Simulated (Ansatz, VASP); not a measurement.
One calculation of KCl, two programs

Contents of INCAR:

```
SYSTEM = KCl
PREC = Accurate ; ENCUT = 520
EDIFF = 1E-6 ; ISMEAR = 0
SIGMA = 0.05 ; LREAL = .FALSE.
LASPH = .TRUE. ; NELM = 80
ALGO = Normal ; ISIF = 2
LWAVE = .FALSE. ; LCHARG = .FALSE.
GGA = PS ; NBANDS = 15
```

KPOINTS

```
regular mesh
0
G
  6 6 6
  0 0 0
```

Contents of POSCAR:

```
KCl
1.0
    3.6472362000      0.0000000000      0.0000000000
    0.0000000000      3.6472362000      0.0000000000
    0.0000000000      0.0000000000      4.0311558000
K Cl
1 1
Direct
    0.0000000000      0.0000000000      0.0000000000
    0.5000000000      0.5000000000      0.5000000000
```

Input for Ansatz:

```yaml
crystal:
  lattice:
    - [3.6472362, 0.0, 0.0]
    - [0.0, 3.6472362, 0.0]
    - [0.0, 0.0, 4.0311558]
  atoms:
    - { symbol: K, position: [0.0, 0.0, 0.0] }
    - { symbol: Cl, position: [0.5, 0.5, 0.5] }
basis:
  ecutwfc: 420
kpoints:
  mp_grid: { grid: [6, 6, 6] }
hamiltonian:
  xc: pbesol
scf:
  occupations: { method: gaussian, width: 0.05 }
output:
  forces: true
  stress: true
  eigenvalues: true
```

Change from the starting cell: strain -0.050 along x and y, +0.050 along z, atoms carried along.

Alike in both runs: task single point; functional PBEsol; k mesh 6 × 6 × 6; occupations gaussian, width 0.05 eV; no spin polarisation.

|  | VASP | Ansatz |
| --- | --- | --- |
| version | VASP 6.6.1 | Ansatz 0.2.0 |
| potentials or method | VASP PAW PBE potentials, release 64 (K_sv, Cl), cutoff 520 eV | scalar-relativistic, plane waves, PAW |
| valence electrons in the cell | 16 | 16 |

```tsv
	VASP	Ansatz	Ansatz less VASP
gap on the k mesh at the Fermi level (eV)	4.50	4.51	+0.003
least direct gap on the mesh (eV)	4.71	4.71	+0.002
pressure (GPa)	-0.5	-0.5	-0.03
traceless stress, the component that is largest in VASP (GPa)	-2.99	-3.00	-0.009
```

VASP's potentials were made for PBE, not for PBEsol.
